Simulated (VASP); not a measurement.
# GaN (R3m) in VASP: a series of runs

Runs on GaN. Level: r2SCAN. Tasks: single point.

Everything below comes from runs of VASP 6.6.1. Logs are shortened: lines on timing, memory, paths and dates and some standing lists are left out, and cuts for length are marked.

## (1) The cell of the first run

Symmetry: R3m, No. 160, trigonal system. The conventional cell has a = 3.180 Å, b = 3.180 Å, c = 7.791 Å, α = 90.00°, β = 90.00°, γ = 120.00°. Ga (site symmetry 3m) has 4 N at 1.92 to 2.05 Å within 2.5 Å. Within 2.5 Å of N (site symmetry 3m) lie 4 Ga at 1.92 to 2.05 Å.

## (2) Single point, r2SCAN

POSCAR

```
GaN
1.0
    0.0000000000      2.2489367673      2.2489367673
    2.2489367673      0.0000000000      2.2489367673
    2.2489367673      2.2489367673      0.0000000000
Ga N
1 1
Direct
    0.0000000000      0.0000000000      0.0000000000
    0.7885082149      0.7371639284      0.7371639284
```

INCAR.step1

```
SYSTEM = GaN
PREC     = Accurate       ! precision mode
ENCUT    = 520            ! plane-wave cutoff, eV
ISMEAR   = 0              ! smearing method
SIGMA    = 0.05           ! smearing width, eV
LREAL    = .False.        ! projectors in reciprocal space
LASPH    = .True.         ! aspherical terms in the spheres
NELM     = 60             ! most SCF steps
NBANDS   = 16             ! bands
GGA      = PE             ! functional
ALGO     = Normal         ! electronic algorithm
EDIFF    = 1E-4           ! SCF threshold, eV
LWAVE    = .True.         ! write WAVECAR
LCHARG   = .False.        ! write CHGCAR
```

INCAR.step2

```
SYSTEM = GaN
PREC     = Accurate       ! precision mode
ENCUT    = 520            ! plane-wave cutoff, eV
EDIFF    = 1E-7           ! SCF threshold, eV
ISMEAR   = 0              ! smearing method
SIGMA    = 0.05           ! smearing width, eV
LREAL    = .False.        ! projectors in reciprocal space
LASPH    = .True.         ! aspherical terms in the spheres
NELM     = 60             ! most SCF steps
ALGO     = Normal         ! electronic algorithm
ISIF     = 2              ! what is computed and relaxed
LWAVE    = .False.        ! write WAVECAR
LCHARG   = .False.        ! write CHGCAR
METAGGA  = R2SCAN         ! meta-GGA
LMIXTAU  = .True.       
NBANDS   = 16             ! bands
ISTART   = 1
```

KPOINTS

```
Automatic mesh
0
Gamma
  10 10 10
  0 0 0
```

Potentials or basis: VASP PAW PBE potentials, release 64 (Ga_d, N).

Launch:

```console
$ cat potpaw_PBE.64/Ga_d/POTCAR potpaw_PBE.64/N/POTCAR > POTCAR
$ cp INCAR.step1 INCAR
$ mpirun -np 1 vasp_std > vasp.out
$ cp INCAR.step2 INCAR
$ mpirun -np 1 vasp_std > vasp.out
```

OUTCAR:

```text
SYSTEM = GaN
   PREC = Accurate
   ENCUT = 520
   EDIFF = 1E-7
   ISMEAR = 0
   LREAL = .False.
   LASPH = .True.
   NELM = 60
   ISIF = 2
   METAGGA = R2SCAN
   ISTART = 1

 ion  position               nearest neighbor table
   1  0.000  0.000  0.000-   2 1.92   2 1.92   2 1.92   2 2.05
   2  0.789  0.737  0.737-   1 1.92   1 1.92   1 1.92   1 2.05

  LATTYP: Found a face centered cubic cell.
 ALAT       =     4.4978735346

  Lattice vectors:

 A1 = (   0.0000000000,   2.2489367673,   2.2489367673)
 A2 = (   2.2489367673,   0.0000000000,   2.2489367673)
 A3 = (   2.2489367673,   2.2489367673,   0.0000000000)

Analysis of symmetry for initial positions (statically):
=====================================================================
 Subroutine PRICEL returns:
 Original cell was already a primitive cell.

 Routine SETGRP: Setting up the symmetry group for a
 face centered cubic supercell.

 Subroutine GETGRP returns: Found  6 space group operations
 (whereof  6 operations were pure point group operations)
 out of a pool of 48 trial point group operations.

The static configuration has the point symmetry C_3v.

Analysis of symmetry for dynamics (positions and initial velocities):
=====================================================================
 Subroutine PRICEL returns:
 Original cell was already a primitive cell.

 Routine SETGRP: Setting up the symmetry group for a
 face centered cubic supercell.

 Subroutine GETGRP returns: Found  6 space group operations
 (whereof  6 operations were pure point group operations)
 out of a pool of 48 trial point group operations.

The dynamic configuration has the point symmetry C_3v.

 Subroutine INISYM returns: Found  6 space group operations
 (whereof  6 operations are pure point group operations),
 and found     1 'primitive' translations

----------------------------------------------------------------------------------------

                                     Primitive cell

  volume of cell :      22.7490

  direct lattice vectors                    reciprocal lattice vectors
     0.000000000  2.248936767  2.248936767    -0.222327283  0.222327283  0.222327283
     2.248936767  0.000000000  2.248936767     0.222327283 -0.222327283  0.222327283
     2.248936767  2.248936767  0.000000000     0.222327283  0.222327283 -0.222327283

  length of vectors
     3.180476877  3.180476877  3.180476877     0.385082149  0.385082149  0.385082149

  position of ions in fractional coordinates (direct lattice)
     0.000000000  0.000000000  0.000000000
     0.788508215  0.737163928  0.737163928

  ion indices of the primitive-cell ions
   primitive index   ion index
                 1           1
                 2           2

----------------------------------------------------------------------------------------

 KPOINTS: Automatic mesh

Automatic generation of k-mesh.
 Grid dimensions read from file:
 generate k-points for:   10   10   10

 Generating k-lattice:

  Cartesian coordinates                     Fractional coordinates (reciprocal lattice)
    -0.022232728  0.022232728  0.022232728     0.100000000  0.000000000  0.000000000
     0.022232728 -0.022232728  0.022232728     0.000000000  0.100000000  0.000000000
     0.022232728  0.022232728 -0.022232728     0.000000000  0.000000000  0.100000000

  Length of vectors
     0.038508215  0.038508215  0.038508215

  Shift w.r.t. Gamma in fractional coordinates (k-lattice)
     0.000000000  0.000000000  0.000000000

 Subroutine IBZKPT returns following result:
 ===========================================

 Found    116 irreducible k-points:

 Following reciprocal coordinates:
            Coordinates               Weight
  0.000000  0.000000  0.000000      1.000000
  0.100000  0.000000  0.000000      2.000000
  0.000000  0.100000  0.000000      6.000000
  0.200000  0.000000  0.000000      2.000000
  0.000000  0.200000  0.000000      6.000000
  0.300000  0.000000  0.000000      2.000000
[... 16 lines left out ...]
  0.000000  0.500000  0.100000     12.000000
  0.100000  0.000000  0.500000      6.000000
 [... further k-points ...]
   k-points           NKPTS =    116   k-points in BZ     NKDIM =    116   number of bands    NBANDS=     16
   number of dos      NEDOS =    301   number of ions     NIONS =      2
   total plane-waves  NPLWV =  13824
   dimension x,y,z NGX =    24 NGY =   24 NGZ =   24
   dimension x,y,z NGXF=    48 NGYF=   48 NGZF=   48
   ions per type =               1   1
   NGX,Y,Z   is equivalent  to a cutoff of  12.54, 12.54, 12.54 a.u.
   NGXF,Y,Z  is equivalent  to a cutoff of  25.09, 25.09, 25.09 a.u.
 SYSTEM =  GaN
   PREC   = accura    normal or accurate (medium, high low for compatibility)
   ISTART =      1    job   : 0-new  1-cont  2-samecut
   ICHARG =      0    charge: 1-file 2-atom 10-const
   ISPIN  =      1    spin polarized calculation?
   LNONCOLLINEAR =      F non collinear calculations
   LSORBIT =      F    spin-orbit coupling
   LASPH  =      T    aspherical Exc in radial PAW
   ENCUT  =  520.0 eV  38.22 Ry    6.18 a.u.   5.91  5.91  5.91*2*pi/ulx,y,z
   NELM   =     60;   NELMIN=  2; NELMDL=  0     # of ELM steps
   EDIFF  = 0.1E-06   stopping-criterion for ELM
   LREAL  =      F    real-space projection
   EDIFFG = 0.1E-05   stopping-criterion for IOM
   NSW    =      0    number of steps for IOM
   IBRION =     -1    ionic relax: 0-MD 1-quasi-New 2-CG
   NFREE  =      0    steps in history (QN), initial steepest desc. (CG)
   ISIF   =      2    stress and relaxation
   ISYM   =      2    0-nonsym 1-usesym 2-fastsym
   POTIM  = 0.5000    time-step for ionic-motion
   TEBEG  =    0.0;   TEEND  =   0.0 temperature during run
   PSTRESS=    0.0 pullay stress
   NELECT =      18.0000    total number of electrons
   NUPDOWN=      -1.0000    fix difference up-down
   EMIN   =  10.00;   EMAX   =-10.00  energy-range for DOS
   EFERMI =   0.00;   METHOD = LEGACY
   ISMEAR =     0;   SIGMA  =   0.05  broadening in eV -4-tet -1-fermi 0-gaus
   EFERMI_NEDOS =   21; number of points for ismear=-14 and -15
   IALGO  =     38    algorithm
   IMIX   =      4    mixing-type and parameters
     AMIX     =   0.40;   BMIX     =  1.00
     AMIX_MAG =   1.60;   BMIX_MAG =  1.00
  volume/ion in A,a.u.               =      11.37        76.76
  Fermi-wavevector in a.u.,A,eV,Ry     =   1.514183  2.861391 31.194768  2.292751
  Thomas-Fermi vector in A             =   2.623875
   LORBIT       =      0    0 simple, 1 ext, 2 COOP (PROOUT), +10 PAW based schemes
   METAGGA = R2SCAN    functional components
   LHFCALC =     F    Hartree Fock is set to
   AEXX    =    0.0000 exact exchange contribution
   IVDW    =     0    specifies the selected vdW correction
   LEPSILON=     F    determine dielectric tensor
   LRPA    =     F    only Hartree local field effects (RPA)
 non-spin polarized calculation
 Gauss-broadening in eV      SIGMA  =   0.05
  energy-cutoff  :      520.00
  volume of cell :       22.75
 maximum number of plane-waves:       622
   NGX = 11   NGY = 11   NGZ = 11

 number of electron      18.0000007 magnetization

 Free energy of the ion-electron system (eV)
  ---------------------------------------------------
  ext. energy  EPLUGINS =         0.00000000
  ---------------------------------------------------
  free energy    TOTEN  =       -21.84154551 eV

  energy without entropy =      -21.84154551  energy(sigma->0) =      -21.84154551

 E-fermi :   5.5495     XC(G=0): -12.6691

 val. band max:        5.2698070139   @ k =   0.0000   0.0000   0.0000
 cond. band min:       7.2460571833   @ k =   0.0000   0.0000   0.0000
 fundamental gap:      1.9762501695
 Fermi energy:         5.5494738219

 k-point     1 :       0.0000    0.0000    0.0000
  band No.  band energies     occupation
      1     -11.7295      2.00000
      2      -8.7864      2.00000
      3      -8.7864      2.00000
      4      -8.7128      2.00000
      5      -8.4133      2.00000
      6      -8.4133      2.00000
[... 8 lines left out ...]
     15      24.5720      0.00000
     16      24.9905      0.00000

 k-point     2 :       0.1000    0.0000    0.0000
  band No.  band energies     occupation
      1     -11.6239      2.00000
      2      -8.7740      2.00000
      3      -8.7740      2.00000
      4      -8.6695      2.00000
      5      -8.4142      2.00000
      6      -8.4142      2.00000
[... 8 lines left out ...]
     15      23.5612      0.00000
     16      23.5613      0.00000

 k-point     3 :       0.0000    0.1000    0.0000
  band No.  band energies     occupation
      1     -11.6160      2.00000
      2      -8.7693      2.00000
      3      -8.7645      2.00000
      4      -8.6821      2.00000
      5      -8.4150      2.00000
      6      -8.4143      2.00000
[... 8 lines left out ...]
     15      23.4426      0.00000
     16      23.5911      0.00000

 k-point     4 :       0.2000    0.0000    0.0000
  band No.  band energies     occupation
      1     -11.3542      2.00000
      2      -8.7449      2.00000
      3      -8.7449      2.00000
      4      -8.5024      2.00000
      5      -8.4127      2.00000
      6      -8.4127      2.00000
[... 8 lines left out ...]
     15      22.8466      0.00000
     16      22.8466      0.00000
[... 324 lines left out ...]
 k-point    22 :       0.5000    0.1000    0.0000
  band No.  band energies     occupation
      1     -10.7508      2.00000
      2      -8.6953      2.00000
      3      -8.6762      2.00000
      4      -8.4022      2.00000
      5      -8.3727      2.00000
      6      -7.2588      2.00000
[... 8 lines left out ...]
     15      24.8676      0.00000
     16      26.5057      0.00000

 k-point    23 :       0.0000    0.5000    0.1000
  band No.  band energies     occupation
      1     -10.6860      2.00000
      2      -8.6628      2.00000
      3      -8.6407      2.00000
      4      -8.3945      2.00000
      5      -8.3645      2.00000
      6      -7.2311      2.00000
[... 8 lines left out ...]
     15      24.5327      0.00000
     16      26.1926      0.00000

 k-point    24 :       0.1000    0.0000    0.5000
  band No.  band energies     occupation
      1     -10.6875      2.00000
      2      -8.6587      2.00000
      3      -8.6429      2.00000
      4      -8.3942      2.00000
      5      -8.3595      2.00000
      6      -7.2358      2.00000
[... 8 lines left out ...]
     15      25.1390      0.00000
     16      25.7241      0.00000

 [... further k-points ...]

------------------------ aborting loop because EDIFF is reached ----------------------------------------

  FORCE on cell =-STRESS in cart. coord.  units (eV):
  Direction    XX          YY          ZZ          XY          YZ          ZX
  --------------------------------------------------------------------------------------
  -------------------------------------------------------------------------------------
  Total        0.2817927      0.2817927      0.2817927      0.3964868     -0.3964868      0.3964868
  in kB       19.8462536     19.8462536     19.8462536     27.9239937    -27.9239937     27.9239937
  external PRESSURE =      19.8462536 kB  Pullay stress =       0.0000000 kB

 VOLUME and BASIS-vectors are now :
 -----------------------------------------------------------------------------
  energy-cutoff  :      520.00
  volume of cell :       22.75
      direct lattice vectors                 reciprocal lattice vectors
     0.000000000  2.248936767  2.248936767    -0.222327283  0.222327283  0.222327283
     2.248936767  0.000000000  2.248936767     0.222327283 -0.222327283  0.222327283
     2.248936767  2.248936767  0.000000000     0.222327283  0.222327283 -0.222327283

 POSITION                                       TOTAL-FORCE (eV/Angst)
 -----------------------------------------------------------------------------------
      0.00000      0.00000      0.00000        -0.585998      0.585998      0.585998
      3.31567      3.43114      3.43114         0.585998     -0.585998     -0.585998
 -----------------------------------------------------------------------------------
    total drift:                               -0.010487      0.010476      0.010476

  FREE ENERGIE OF THE ION-ELECTRON SYSTEM (eV)
  ---------------------------------------------------
  free  energy   TOTEN  =       -21.8415455055 eV

  energy  without entropy=      -21.8415455055  energy(sigma->0) =      -21.84154551
```

Run time: 5.7 min. Hardware: 1 thread of AMD EPYC 7R13, shared host; peak memory 0.15 GiB.

What came out:

```yaml
Free_energy: -21.8415 eV
Pressure: 2.0 GPa
Largest_force: 1.015 eV/Å
Band_gap_on_the_k_mesh: 1.98 eV, direct
```

Forces in eV/Å, atoms in the order of the input:
```
Ga  -0.586  0.586  0.586
N    0.586 -0.586 -0.586
```

Levels at points of the mesh, in eV from the valence-band top:
| k point | band 5 | band 6 | band 7 | band 8 | band 9 | band 10 | band 11 | band 12 | band 13 | band 14 |
| --- | --- | --- | --- | --- | --- | --- | --- | --- | --- | --- |
| (0.00, 0.00, 0.00) | -13.68 | -13.68 | -0.30 | -0.30 | 0.00 | 1.98 | 10.77 | 10.95 | 10.95 | 18.41 |
| (0.50, 0.00, 0.00) | -13.64 | -12.55 | -7.06 | -1.19 | -1.19 | 4.87 | 9.23 | 10.69 | 10.69 | 16.41 |
| (0.00, 0.50, 0.00) | -13.63 | -12.53 | -7.49 | -1.46 | -0.92 | 5.06 | 9.27 | 10.45 | 11.41 | 16.30 |
| (0.50, 0.50, 0.00) | -13.60 | -12.16 | -6.44 | -3.08 | -2.87 | 3.56 | 7.06 | 12.41 | 14.76 | 14.95 |

Caveat: the cell differs from its parent crystal (all N atoms moved -0.100 Å, as atom 2 towards its neighbour atom 1 (Ga) at 1.948 Å); the PAW data sets were made with another functional, which shifts forces and pressure a little.

[end of part 1 of 2]
